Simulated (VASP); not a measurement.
Crystal: SnTeCl2.

```
Sn Te Cl
1.0
     4.01206    0.00000    0.00000
     0.00000    4.01206    0.00000
     0.00000    0.00000    8.28519
Sn Te Cl
1 1 2
Direct
  0.00000 0.00000 0.00000
  0.50000 0.50000 0.00000
  0.00000 0.00000 0.30584
  0.00000 0.00000 0.69416
```

* Program: VASP 6.6.1
* Task: relaxation of cell and atoms
* Functional: PBE
* Potentials or basis: VASP PAW PBE potentials, release 64 (Sn_d, Te, Cl)
* Cutoff: 600 eV
* k mesh: 4 × 4 × 2
* Occupations: gaussian, width 0.1 eV
* Spin: no spin polarisation

At the start: pressure 3.0 GPa; volume 33.34 Å³/atom.

Problem. How do energy, volume and symmetry change on relaxing?

Solution. Over 14 steps the energy falls by 119.2 meV/atom and the volume is 36.34 Å³/atom (+9.0 %); space group P4/mmm (No. 123, to 0.05 Å).

Step by step:
```
step  energy change (eV)  largest force (eV/Å)  pressure (GPa)  volume (Å³)
   1              0.0000                0.5078            3.02       133.36
   2             -0.4525                0.4214            0.88       145.25
   3             -0.4528                0.3958            0.89       145.02
   4             -0.4620                0.0813           -0.54       149.84
   5             -0.4660                0.0799           -0.06       148.07
   6             -0.4681                0.0967           -0.09       148.22
   7             -0.4698                0.1457           -0.18       148.63
   8             -0.4700                0.1336           -0.16       148.53
   9             -0.4715                0.1100           -0.19       148.27
  10             -0.4746                0.0372           -0.24       147.50
  11             -0.4749                0.1086           -0.30       145.95
  12             -0.4758                0.0333           -0.28       146.72
  13             -0.4769                0.0205            0.03       145.17
  14             -0.4769                0.0137           -0.01       145.36
```

Final structure:
```cif
data_structure
_symmetry_space_group_name_H-M 'P 1'
_symmetry_Int_Tables_number 1
_cell_length_a 4.3226
_cell_length_b 4.3226
_cell_length_c 7.7794
_cell_angle_alpha 90.000
_cell_angle_beta 90.000
_cell_angle_gamma 90.000
_cell_volume 145.36
loop_
_atom_site_label
_atom_site_type_symbol
_atom_site_fract_x
_atom_site_fract_y
_atom_site_fract_z
_atom_site_occupancy
Sn1 Sn 0.00000 0.00000 0.00000 1
Te1 Te 0.50000 0.50000 0.00000 1
Cl1 Cl 0.00000 0.00000 0.31245 1
Cl2 Cl 0.00000 0.00000 0.68755 1
```

Caveat: the k points lie up to 0.40 Å⁻¹ apart in the final cell; this functional lacks dispersion, which binds the layers, so the pressure and a relaxed spacing across them are unreliable.
